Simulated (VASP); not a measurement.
Crystal: In.

```
In
1.0
    -1.60350    1.60350    2.44027
     1.60350   -1.60350    2.44027
     1.60350    1.60350   -2.44027
In
1
Direct
  0.00000 0.00000 0.00000
```

- Program: VASP 6.6.1
- Task: relaxation of cell and atoms
- Functional: BLYP
- Dispersion: D4
- Potentials or basis: VASP PAW PBE potentials, release 64 (In_d)
- Cutoff: 600 eV
- k mesh: 11 × 11 × 11
- Occupations: methfessel-paxton, width 0.01 eV
- Spin: no spin polarisation

At the start: pressure 4.1 GPa; volume 25.10 Å³/atom.

Problem. How do energy, volume and symmetry change on relaxing?

Solution. Over 13 steps the energy falls by 33.5 meV/atom and the volume is 27.74 Å³/atom (+10.5 %); space group I4/mmm (No. 139, to 0.1 Å) before and after.

Step by step:
| step | energy change (eV) | largest force (eV/Å) | pressure (GPa) | volume (Å³) |
| --- | --- | --- | --- | --- |
| 1 | 0.0000 | 0.0000 | 4.14 | 25.10 |
| 2 | -0.0303 | 0.0000 | 0.22 | 27.53 |
| 3 | -0.0304 | 0.0000 | 0.06 | 27.69 |
| 4 | -0.0322 | 0.0000 | -0.05 | 27.81 |
| 5 | -0.0328 | 0.0000 | -0.13 | 27.88 |
| 6 | -0.0331 | 0.0000 | -0.29 | 28.01 |
| 7 | -0.0321 | 0.0000 | -0.55 | 28.27 |
| 8 | -0.0331 | 0.0000 | -0.39 | 28.09 |
| 9 | -0.0332 | 0.0000 | -0.31 | 28.05 |
| 10 | -0.0332 | 0.0000 | -0.35 | 28.06 |
| 11 | -0.0335 | 0.0000 | 0.04 | 27.73 |
| 12 | -0.0335 | 0.0000 | 0.04 | 27.73 |
| 13 | -0.0335 | 0.0000 | 0.04 | 27.74 |

Final structure:
```
In
1.0
    -1.63464    1.63464    2.59515
     1.63464   -1.63464    2.59515
     1.63464    1.63464   -2.59515
In
1
Direct
  0.00000 0.00000 0.00000
```

Caveat: the PAW data sets were made with another functional, which shifts forces and pressure a little.
